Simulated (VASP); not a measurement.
# CO2 (I-42d) in VASP: further runs

CO2 is run at these levels: LDA, PBEsol; tasks: single point.

Program: VASP 6.6.1. These are calculated values, not measurements. Logs are shortened: lines on timing, memory, paths and dates and some standing lists are left out, and cuts for length are marked.

### Step 1. The cell of the first run

The structure is tetragonal, space group I-42d (No. 122). The conventional cell has a = 3.949 Å, b = 3.949 Å, c = 6.028 Å, α = 90.00°, β = 90.00°, γ = 90.00°. O (site symmetry 2) has 2 C at 1.40 Å within 1.9 Å. C (site symmetry -4) has 4 O at 1.40 Å within 1.9 Å.

### Step 2. Single point, LDA

INCAR

```
SYSTEM = CO2
ALGO = Normal
EDIFF = 1E-7
ENCUT = 520
GGA = CA
ISIF = 2
ISMEAR = -1
LASPH = .TRUE.
LCHARG = .TRUE.
LELF = .TRUE.
LREAL = .FALSE.
LVHAR = .TRUE.
LWAVE = .FALSE.
NBANDS = 25
NELM = 80
PREC = Accurate
SIGMA = 0.05
```

KPOINTS

```
k-points
0
G
  9 9 9
  0 0 0
```

POSCAR

```
CO2
1.0
   -1.9747270000      1.9747270000      3.0140580000
    1.9747270000     -1.9747270000      3.0140580000
    1.9747270000      1.9747270000     -3.0140580000
O C
4 2
Direct
    0.8750000000      0.9597980000      0.5847980000
    0.3750000000      0.2902020000      0.4152020000
    0.0402020000      0.6250000000      0.9152020000
    0.7097980000      0.1250000000      0.0847980000
    0.0000000000      0.0000000000      0.0000000000
    0.7500000000      0.2500000000      0.5000000000
```

Potentials or basis: VASP PAW LDA potentials, release 64 (O, C).

Run with:

```sh
cat potpaw_LDA.64/O/POTCAR potpaw_LDA.64/C/POTCAR > POTCAR
mpirun -np 1 vasp_std > vasp.out
```

OUTCAR:

```text
SYSTEM = CO2
   EDIFF = 1E-7
   ENCUT = 520
   GGA = CA
   ISIF = 2
   ISMEAR = -1
   LASPH = .TRUE.
   LREAL = .FALSE.
   NELM = 80
   PREC = Accurate

 ion  position               nearest neighbor table
   1  0.875  0.960  0.585-   5 1.40   6 1.40
   2  0.375  0.290  0.415-   5 1.40   6 1.40
   3  0.040  0.625  0.915-   6 1.40   5 1.40
   4  0.710  0.125  0.085-   5 1.40   6 1.40
   5  0.000  0.000  0.000-   1 1.40   2 1.40   4 1.40   3 1.40
   6  0.750  0.250  0.500-   1 1.40   3 1.40   4 1.40   2 1.40

  LATTYP: Found a body centered tetragonal cell.
 ALAT       =     3.9494540000
 C/A-ratio  =     1.5263162959

  Lattice vectors:

 A1 = (  -1.9747270000,   1.9747270000,   3.0140580000)
 A2 = (   1.9747270000,  -1.9747270000,   3.0140580000)
 A3 = (   1.9747270000,   1.9747270000,  -3.0140580000)

Analysis of symmetry for initial positions (statically):
=====================================================================
 Subroutine PRICEL returns:
 Original cell was already a primitive cell.

 Routine SETGRP: Setting up the symmetry group for a
 body centered tetragonal supercell.

 Subroutine GETGRP returns: Found  8 space group operations
 (whereof  4 operations were pure point group operations)
 out of a pool of 16 trial point group operations.

The static configuration has the point symmetry S_4 .
 The point group associated with its full space group is D_2d.

Analysis of symmetry for dynamics (positions and initial velocities):
=====================================================================
 Subroutine PRICEL returns:
 Original cell was already a primitive cell.

 Routine SETGRP: Setting up the symmetry group for a
 body centered tetragonal supercell.

 Subroutine GETGRP returns: Found  8 space group operations
 (whereof  4 operations were pure point group operations)
 out of a pool of 16 trial point group operations.

The dynamic configuration has the point symmetry S_4 .
 The point group associated with its full space group is D_2d.

 Subroutine INISYM returns: Found  8 space group operations
 (whereof  4 operations are pure point group operations),
 and found     1 'primitive' translations

----------------------------------------------------------------------------------------

                                     Primitive cell

  volume of cell :      47.0138

  direct lattice vectors                    reciprocal lattice vectors
    -1.974727000  1.974727000  3.014058000     0.000000000  0.253199556  0.165889309
     1.974727000 -1.974727000  3.014058000     0.253199556  0.000000000  0.165889309
     1.974727000  1.974727000 -3.014058000     0.253199556  0.253199556  0.000000000

  length of vectors
     4.108970562  4.108970562  4.108970562     0.302703284  0.302703284  0.358078246

  position of ions in fractional coordinates (direct lattice)
     0.875000000  0.959798000  0.584798000
     0.375000000  0.290202000  0.415202000
     0.040202000  0.625000000  0.915202000
     0.709798000  0.125000000  0.084798000
     0.000000000  0.000000000  0.000000000
     0.750000000  0.250000000  0.500000000

  ion indices of the primitive-cell ions
   primitive index   ion index
                 1           1
                 2           2
                 3           3
                 4           4
                 5           5
                 6           6

----------------------------------------------------------------------------------------

 KPOINTS: k-points

Automatic generation of k-mesh.
 Grid dimensions read from file:
 generate k-points for:    9    9    9

 Generating k-lattice:

  Cartesian coordinates                     Fractional coordinates (reciprocal lattice)
     0.000000000  0.028133284  0.018432145     0.111111111 -0.000000000  0.000000000
     0.028133284  0.000000000  0.018432145    -0.000000000  0.111111111  0.000000000
     0.028133284  0.028133284  0.000000000     0.000000000  0.000000000  0.111111111

  Length of vectors
     0.033633698  0.033633698  0.039786472

  Shift w.r.t. Gamma in fractional coordinates (k-lattice)
     0.000000000  0.000000000  0.000000000

 Subroutine IBZKPT returns following result:
 ===========================================

 Found     75 irreducible k-points:

 Following reciprocal coordinates:
            Coordinates               Weight
  0.000000  0.000000  0.000000      1.000000
  0.111111 -0.000000  0.000000      8.000000
  0.222222 -0.000000  0.000000      8.000000
  0.333333 -0.000000  0.000000      8.000000
  0.444444 -0.000000  0.000000      8.000000
  0.111111  0.111111  0.000000      8.000000
[... 16 lines left out ...]
 -0.333333  0.333333  0.000000      4.000000
  0.444444  0.444444  0.000000      8.000000
 [... further k-points ...]
   k-points           NKPTS =     75   k-points in BZ     NKDIM =     75   number of bands    NBANDS=     25
   number of dos      NEDOS =    301   number of ions     NIONS =      6
   total plane-waves  NPLWV =  32768
[... 40 lines left out ...]
   GGA     = CA    functional components
   LHFCALC =     F    Hartree Fock is set to
   AEXX    =    0.0000 exact exchange contribution
   IVDW    =     0    specifies the selected vdW correction
   LEPSILON=     F    determine dielectric tensor
   LRPA    =     F    only Hartree local field effects (RPA)
 non-spin polarized calculation
  energy-cutoff  :      520.00
  volume of cell :       47.01
 maximum number of plane-waves:      1307
   NGX = 15   NGY = 15   NGZ = 15

 number of electron      32.0000003 magnetization

 Free energy of the ion-electron system (eV)
  ---------------------------------------------------
  ext. energy  EPLUGINS =         0.00000000
  ---------------------------------------------------
  free energy    TOTEN  =       -49.02554187 eV

  energy without entropy =      -49.02554187  energy(sigma->0) =      -49.02554187

 E-fermi :   3.0265     XC(G=0): -11.6893

 val. band max:        1.9287721104   @ k =  -0.4444   0.4444   0.4444
 cond. band min:       9.3284247178   @ k =   0.0000   0.0000   0.0000
 fundamental gap:      7.3996526074
 Fermi energy:         3.0264930243

 k-point     1 :       0.0000    0.0000    0.0000
  band No.  band energies     occupation
      1     -21.8321      2.00000
      2     -16.7003      2.00000
      3     -16.7003      2.00000
      4     -16.0846      2.00000
      5     -12.5551      2.00000
      6      -7.7591      2.00000
[... 17 lines left out ...]
     24      16.6206      0.00000
     25      16.6206      0.00000

 k-point     2 :       0.1111   -0.0000    0.0000
  band No.  band energies     occupation
      1     -21.7518      2.00000
      2     -16.8920      2.00000
      3     -16.7219      2.00000
      4     -16.1974      2.00000
      5     -12.2882      2.00000
      6      -7.7463      2.00000
[... 17 lines left out ...]
     24      16.5701      0.00000
     25      16.7462      0.00000

 k-point     3 :       0.2222   -0.0000    0.0000
  band No.  band energies     occupation
      1     -21.5224      2.00000
      2     -17.4603      2.00000
      3     -16.7699      2.00000
      4     -16.3336      2.00000
      5     -11.7127      2.00000
      6      -7.7330      2.00000
[... 17 lines left out ...]
     24      16.3548      0.00000
     25      16.8351      0.00000

 k-point     4 :       0.3333   -0.0000    0.0000
  band No.  band energies     occupation
      1     -21.1901      2.00000
      2     -18.1491      2.00000
      3     -16.8131      2.00000
      4     -16.4277      2.00000
      5     -11.1666      2.00000
      6      -7.7034      2.00000
[... 17 lines left out ...]
     24      16.0823      0.00000
     25      16.6284      0.00000
[... 477 lines left out ...]
 k-point    22 :      -0.4444    0.3333    0.0000
  band No.  band energies     occupation
      1     -20.5469      2.00000
      2     -19.0245      2.00000
      3     -16.8669      2.00000
      4     -16.6543      2.00000
      5     -10.2439      2.00000
      6      -8.9075      2.00000
[... 17 lines left out ...]
     24      15.7572      0.00000
     25      16.8577      0.00000

 k-point    23 :      -0.3333    0.3333    0.0000
  band No.  band energies     occupation
      1     -20.8890      2.00000
      2     -18.5635      2.00000
      3     -16.8467      2.00000
      4     -16.5473      2.00000
      5     -10.6957      2.00000
      6      -8.7334      2.00000
[... 17 lines left out ...]
     24      15.7697      0.00000
     25      17.2313      0.00000

 k-point    24 :       0.4444    0.4444    0.0000
  band No.  band energies     occupation
      1     -19.8913      2.00000
      2     -19.7645      2.00000
      3     -16.8304      2.00000
      4     -16.7822      2.00000
      5      -9.6081      2.00000
      6      -9.4057      2.00000
[... 17 lines left out ...]
     24      16.2540      0.00000
     25      16.5693      0.00000

 [... further k-points ...]
[... 5 lines left out ...]
  --------------------------------------------------------------------------------------
  -------------------------------------------------------------------------------------
  Total       -3.3717655     -3.3717655     -3.6700433      0.0000000      0.0000000      0.0000000
  in kB     -114.9058700   -114.9058700   -125.0708327      0.0000000      0.0000000      0.0000000
  external PRESSURE =    -118.2941909 kB  Pullay stress =       0.0000000 kB

 VOLUME and BASIS-vectors are now :
 -----------------------------------------------------------------------------
  energy-cutoff  :      520.00
  volume of cell :       47.01
      direct lattice vectors                 reciprocal lattice vectors
    -1.974727000  1.974727000  3.014058000     0.000000000  0.253199556  0.165889309
     1.974727000 -1.974727000  3.014058000     0.253199556  0.000000000  0.165889309
     1.974727000  1.974727000 -3.014058000     0.253199556  0.253199556  0.000000000

 POSITION                                       TOTAL-FORCE (eV/Angst)
 -----------------------------------------------------------------------------------
      1.32227      0.98736      3.76757         0.419965     -0.000000     -0.000000
      0.65246      0.98736      0.75351        -0.419965     -0.000000      0.000000
      2.96209      0.65246     -0.75351        -0.000000     -0.419965      0.000000
     -0.98736      1.32227      2.26054        -0.000000      0.419965     -0.000000
      0.00000      0.00000      0.00000        -0.000000     -0.000000     -0.000000
     -0.00000      1.97473      1.50703        -0.000000     -0.000000     -0.000000
 -----------------------------------------------------------------------------------
    total drift:                                0.000001      0.000001      0.000001

  FREE ENERGIE OF THE ION-ELECTRON SYSTEM (eV)
  ---------------------------------------------------
  free  energy   TOTEN  =       -49.0255418747 eV

  energy  without entropy=      -49.0255418746  energy(sigma->0) =      -49.02554187
```

It took 41 s on 1 thread of Intel Xeon Platinum 8488C (Sapphire Rapids), shared host; peak memory 0.18 GiB.

Results:

```
Free energy            : -49.0255 eV
Pressure               : -11.8 GPa
Largest force          : 0.420 eV/Å
Band gap on the k mesh : 7.40 eV, indirect (least direct gap 7.89 eV)
```

Forces on the atoms (eV/Å):
```
O    0.420  0.000  0.000
O   -0.420  0.000  0.000
O    0.000 -0.420  0.000
O    0.000  0.420  0.000
C    0.000  0.000  0.000
C    0.000  0.000  0.000
```

Stress tensor (GPa, compression positive):
```
-11.49   0.00   0.00
  0.00 -11.49   0.00
  0.00   0.00 -12.51
```

Levels at points of the mesh, in eV from the valence-band top:
```tsv
k point	band 12	band 13	band 14	band 15	band 16	band 17	band 18	band 19	band 20	band 21
(0.00, 0.00, 0.00)	-1.17	-1.17	-0.89	-0.89	-0.49	7.40	9.01	9.01	9.05	12.03
```

A k mesh can miss the band edges. As with any semilocal functional, this LDA gap is likely too small.

### Step 3. Single point, PBEsol (volume scaled by 0.94)

INCAR

```
PREC = Accurate ; ENCUT = 520
EDIFF = 1E-7 ; ISMEAR = -1
SIGMA = 0.05 ; LREAL = False
LASPH = True ; NELM = 60
ALGO = Normal ; ISIF = 2
LWAVE = False ; LCHARG = True
GGA = PS ; LELF = True
LVHAR = True ; NBANDS = 25
```

KPOINTS

```
Automatic mesh
0
Gamma
  9 9 9
```

Edit POSCAR of step 2 so:

```diff
@@ -2,5 +2,5 @@
 1.0
-   -1.9747270000      1.9747270000      3.0140580000
-    1.9747270000     -1.9747270000      3.0140580000
-    1.9747270000      1.9747270000     -3.0140580000
+   -1.9344151377      1.9344151377      2.9525293477
+    1.9344151377     -1.9344151377      2.9525293477
+    1.9344151377      1.9344151377     -2.9525293477
 O C
```

Potentials or basis: VASP PAW PBE potentials, release 64 (O, C).

Run with:

```sh
cat potpaw_PBE.64/O/POTCAR potpaw_PBE.64/C/POTCAR > POTCAR
mpirun -np 1 vasp_std > vasp.out
```

Wall time 2.4 min (1 thread of Intel Xeon 6975P-C, shared host); peak memory 0.2 GiB.

It converged, with:

```
Free energy            : -46.0252 eV
Pressure               : 12.9 GPa
Largest force          : 0.813 eV/Å
Band gap on the k mesh : 7.76 eV, indirect (least direct gap 8.26 eV)
```

Forces on the atoms (eV/Å):
```
O   -0.813  0.000  0.000
O    0.813  0.000  0.000
O    0.000  0.813  0.000
O    0.000 -0.813  0.000
C    0.000  0.000  0.000
C    0.000  0.000  0.000
```

Stress tensor (GPa, compression positive):
```
13.98  0.00  0.00
 0.00 13.98  0.00
 0.00  0.00 10.80
```

Levels at points of the mesh, in eV from the valence-band top:
| k point | band 13 | band 14 | band 15 | band 16 | band 17 | band 18 | band 19 | band 20 |
| --- | --- | --- | --- | --- | --- | --- | --- | --- |
| (0.00, 0.00, 0.00) | -1.27 | -0.92 | -0.92 | -0.50 | 7.76 | 9.72 | 9.72 | 10.08 |

Caveat: the PAW data sets were made with another functional, which shifts forces and pressure a little. A k mesh can miss the band edges.

### Step 4. Single point, PBEsol (volume scaled by 0.96)

INCAR

```
ALGO = Normal
EDIFF = 1E-6
ENCUT = 520
GGA = PS
ISIF = 2
ISMEAR = -1
LASPH = T
LCHARG = F
LREAL = F
LWAVE = F
NBANDS = 25
NELM = 80
PREC = Accurate
SIGMA = 0.05
```

KPOINTS

```
k-points
0
Gamma
  9 9 9
```

Edit POSCAR of step 3 so:

```diff
@@ -2,5 +2,5 @@
 1.0
-   -1.9344151377      1.9344151377      2.9525293477
-    1.9344151377     -1.9344151377      2.9525293477
-    1.9344151377      1.9344151377     -2.9525293477
+   -1.9480382284      1.9480382284      2.9733224929
+    1.9480382284     -1.9480382284      2.9733224929
+    1.9480382284      1.9480382284     -2.9733224929
 O C
```

Run with:

```sh
cat potpaw_PBE.64/O/POTCAR potpaw_PBE.64/C/POTCAR > POTCAR
mpirun -np 1 vasp_std > vasp.out
```

Wall time 2.2 min (1 thread of Intel Xeon 6975P-C, shared host); peak memory 0.2 GiB.

It converged, with:

```
Free energy            : -46.0840 eV
Pressure               : 6.3 GPa
Largest force          : 0.477 eV/Å
Band gap on the k mesh : 7.69 eV, indirect (least direct gap 8.18 eV)
```

Forces on the atoms (eV/Å):
```
O   -0.477  0.000  0.000
O    0.477  0.000  0.000
O    0.000  0.477  0.000
O    0.000 -0.477  0.000
C    0.000  0.000  0.000
C    0.000  0.000  0.000
```

Stress tensor (GPa, compression positive):
```
7.22 0.00 0.00
0.00 7.22 0.00
0.00 0.00 4.59
```

Levels at points of the mesh, in eV from the valence-band top:
```
           k point  band 13  band 14  band 15  band 16  band 17  band 18  band 19  band 20
(0.00, 0.00, 0.00)    -1.23    -0.90    -0.90    -0.48     7.69     9.51     9.51     9.72
```

Caveat: the PAW data sets were made with another functional, which shifts forces and pressure a little.

### Step 5. Single point, PBEsol (volume scaled by 0.98)

INCAR

```
PREC = Accurate
ENCUT = 520
EDIFF = 1E-6
ISMEAR = -1
SIGMA = 0.05
LREAL = F
LASPH = T
NELM = 60
ALGO = Normal
ISIF = 2
LWAVE = F
LCHARG = T
GGA = PS
LELF = T
LVHAR = T
NBANDS = 25
```

KPOINTS

```
Automatic mesh
0
Gamma
  9 9 9
```

Edit POSCAR of step 4 so:

```diff
@@ -2,5 +2,5 @@
 1.0
-   -1.9480382284      1.9480382284      2.9733224929
-    1.9480382284     -1.9480382284      2.9733224929
-    1.9480382284      1.9480382284     -2.9733224929
+   -1.9614733993      1.9614733993      2.9938288133
+    1.9614733993     -1.9614733993      2.9938288133
+    1.9614733993      1.9614733993     -2.9938288133
 O C
```

Run with:

```sh
cat potpaw_PBE.64/O/POTCAR potpaw_PBE.64/C/POTCAR > POTCAR
mpirun -np 1 vasp_std > vasp.out
```

Wall time 2.1 min (1 thread of Intel Xeon 6975P-C, shared host); peak memory 0.2 GiB.

The run converged. Its results:

- Free energy: -46.1061 eV
- Pressure: 0.4 GPa
- Largest force: 0.166 eV/Å
- Band gap on the k mesh: 7.62 eV, indirect (least direct gap 8.09 eV)

Forces on the atoms (eV/Å):
```
O   -0.166  0.000  0.000
O    0.166  0.000  0.000
O    0.000  0.166  0.000
O    0.000 -0.166  0.000
C    0.000  0.000  0.000
C    0.000  0.000  0.000
```

Stress tensor (GPa, compression positive):
```
 1.13  0.00  0.00
 0.00  1.13  0.00
 0.00  0.00 -1.02
```

Levels at points of the mesh, in eV from the valence-band top:
```csv
k point,band 14,band 15,band 16,band 17,band 18,band 19
"(0.00, 0.00, 0.00)",-0.88,-0.88,-0.47,7.62,9.32,9.32
```

Caveat: the PAW data sets were made with another functional, which shifts forces and pressure a little. A k mesh can miss the band edges.

### Step 6. Single point, PBEsol (volume scaled by 1.02)

Edit INCAR of step 5 so:

```diff
@@ -2,3 +2,3 @@
 ENCUT = 520
-EDIFF = 1E-6
+EDIFF = 1E-7
 ISMEAR = -1
@@ -7,3 +7,3 @@
 LASPH = T
-NELM = 60
+NELM = 100
 ALGO = Normal
```

KPOINTS

```
regular mesh
0
Gamma
  9 9 9
```

Edit POSCAR of step 5 so:

```diff
@@ -2,5 +2,5 @@
 1.0
-   -1.9614733993      1.9614733993      2.9938288133
-    1.9614733993     -1.9614733993      2.9938288133
-    1.9614733993      1.9614733993     -2.9938288133
+   -1.9878050434      1.9878050434      3.0340192307
+    1.9878050434     -1.9878050434      3.0340192307
+    1.9878050434      1.9878050434     -3.0340192307
 O C
```

Potentials or basis: VASP PAW PBE potentials, release 64 (O, C).

Run with:

```sh
cat potpaw_PBE.64/O/POTCAR potpaw_PBE.64/C/POTCAR > POTCAR
mpirun -np 1 vasp_std > vasp.out
```

Wall time 99 s (1 thread of Intel Xeon 6975P-C, shared host); peak memory 0.21 GiB.

Results (log left out):

| Quantity | Value |
| --- | --- |
| Free energy | -46.0544 eV |
| Pressure | -9.7 GPa |
| Largest force | 0.385 eV/Å |
| Band gap on the k mesh | 7.45 eV, indirect (least direct gap 7.87 eV) |

Forces in eV/Å, atoms in the order of the input:
```
O    0.385  0.000  0.000
O   -0.385  0.000  0.000
O    0.000 -0.385  0.000
O    0.000  0.385  0.000
C    0.000  0.000  0.000
C    0.000  0.000  0.000
```

Stress tensor (GPa, compression positive):
```
 -9.27   0.00   0.00
  0.00  -9.27   0.00
  0.00   0.00 -10.61
```

Levels at points of the mesh, in eV from the valence-band top:
| k point | band 13 | band 14 | band 15 | band 16 | band 17 | band 18 | band 19 | band 20 |
| --- | --- | --- | --- | --- | --- | --- | --- | --- |
| (0.00, 0.00, 0.00) | -1.16 | -0.86 | -0.86 | -0.47 | 7.45 | 8.67 | 8.92 | 8.92 |

Caveat: the PAW data sets were made with another functional, which shifts forces and pressure a little. A k mesh can miss the band edges.

### Step 7. Summary

| level | potentials or basis | cell | gap on the mesh (eV) | pressure (GPa) | largest force (eV/Å) |
| --- | --- | --- | --- | --- | --- |
| LDA | VASP PAW LDA potentials, release 64 (O, C) | a = 4.109 Å, angles 122.6, 122.6, 85.6°, 6 atoms | 7.40 | -11.8 | 0.42 |
| PBEsol | VASP PAW PBE potentials, release 64 (O, C) | a = 4.025 Å, angles 122.6, 122.6, 85.6°, 6 atoms | 7.76 | 12.9 | 0.81 |
| PBEsol | VASP PAW PBE potentials, release 64 (O, C) | a = 4.053 Å, angles 122.6, 122.6, 85.6°, 6 atoms | 7.69 | 6.3 | 0.48 |
| PBEsol | VASP PAW PBE potentials, release 64 (O, C) | a = 4.081 Å, angles 122.6, 122.6, 85.6°, 6 atoms | 7.62 | 0.4 | 0.17 |
| PBEsol | VASP PAW PBE potentials, release 64 (O, C) | a = 4.136 Å, angles 122.6, 122.6, 85.6°, 6 atoms | 7.45 | -9.7 | 0.38 |

Alike in all rows: task single point; no spin polarisation; k mesh 9 × 9 × 9; cutoff (eV) 520; smearing fermi-dirac 0.05 eV.

Caveats: the PAW data sets were made with another functional, which shifts forces and pressure a little (some runs).

Total energies depend on the potentials used, so only differences within one code and one set of settings carry meaning.
